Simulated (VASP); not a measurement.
Runs of VASP 6.6.1 on ZnS. The structure is that of space group P6_3mc (No. 186), or close to it. The cells are those of the table. 

```csv
task,cell,cutoff (eV),gap on the mesh (eV),pressure (GPa),largest force (eV/Å)
relaxation of shape and atoms at fixed volume,"relaxed from a = 3.729, b = 3.729, c = 6.118 Å, angles 90.0, 90.0, 120.0°, 4 atoms",600,(b),5.5,0.01
relaxation of shape and atoms at fixed volume,"relaxed from a = 3.643, b = 3.643, c = 6.001 Å, angles 90.0, 90.0, 120.0°, 4 atoms",600,3.40,13.2,0.01
single point,"a = 3.811, b = 3.811, c = 6.234 Å, angles 90.0, 90.0, 120.0°, 4 atoms",520,2.79,0.0,0.01
single point,"a = 3.643, b = 3.643, c = 6.001 Å, angles 90.0, 90.0, 120.0°, 4 atoms",520,3.41,13.2,-
single point,"a = 3.768, b = 3.768, c = 6.183 Å, angles 90.0, 90.0, 120.0°, 4 atoms",520,(a),2.6,-
```

Alike in all rows: level r2SCAN; potentials or basis VASP PAW PBE potentials, release 64 (Zn, S); no spin polarisation; k mesh 6 × 6 × 4; smearing gaussian 0.02 eV.

Fill in the values left out.

(a) 2.93; (b) 3.08.

Caveats: the PAW data sets were made with another functional, which shifts forces and pressure a little; the cell stands under pressure (at least some runs).

A k mesh can miss the band edges.
